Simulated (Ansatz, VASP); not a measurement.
**HPbNO4: VASP beside Ansatz**

```
H Pb N O
1.0
     3.85707    0.00178   -0.03658
     0.17353    4.33436   -0.01647
     0.75803    0.83873    5.87662
H Pb N O
1 1 1 4
Cartesian
  2.6784 4.0493 1.1289
  3.2640 2.7055 5.3570
  3.1776 1.4531 2.9117
  1.3252 2.6900 4.5562
  2.9731 4.6255 2.8902
  2.3661 4.0462 0.1903
  3.3249 2.1006 1.8421
```

Alike in both runs: task single point; functional PBE; k mesh 4 × 3 × 2; occupations fermi-dirac, width 0.05 eV; no spin polarisation.

|  | VASP | Ansatz |
| --- | --- | --- |
| version | VASP 6.6.1 | Ansatz 0.2.0 |
| potentials or method | VASP PAW PBE potentials, release 64 (H, Pb_d, N, O), cutoff 520 eV | all-electron LAPW, scalar-relativistic |

|  | VASP | Ansatz | Ansatz less VASP |
| --- | --- | --- | --- |
| gap on the k mesh at the Fermi level (eV) | 0.26 | 0.26 | -0.005 |
| least direct gap on the mesh (eV) | 0.46 | 0.46 | -0.005 |
| pressure (GPa) | 0.7 | 0.0 | -0.66 |
| traceless stress, the component that is largest in VASP (GPa) | 0.52 | -0.06 | -0.577 |
| rms of the force components (eV/Å) | 0.193 | 0.031 | -0.1620 |

Atom by atom the forces differ by 0.213 eV/Å (rms over components). One of these differences is far larger than is usual between the two programs; its cause wasn't traced. Ansatz ran all-electron here, and VASP with PAW potentials.

The k mesh is coarse, so the values compare programs but aren't converged. Spin-orbit coupling is off throughout. Noted on VASP's run: the standard files for N, O and F lose accuracy on very short bonds.
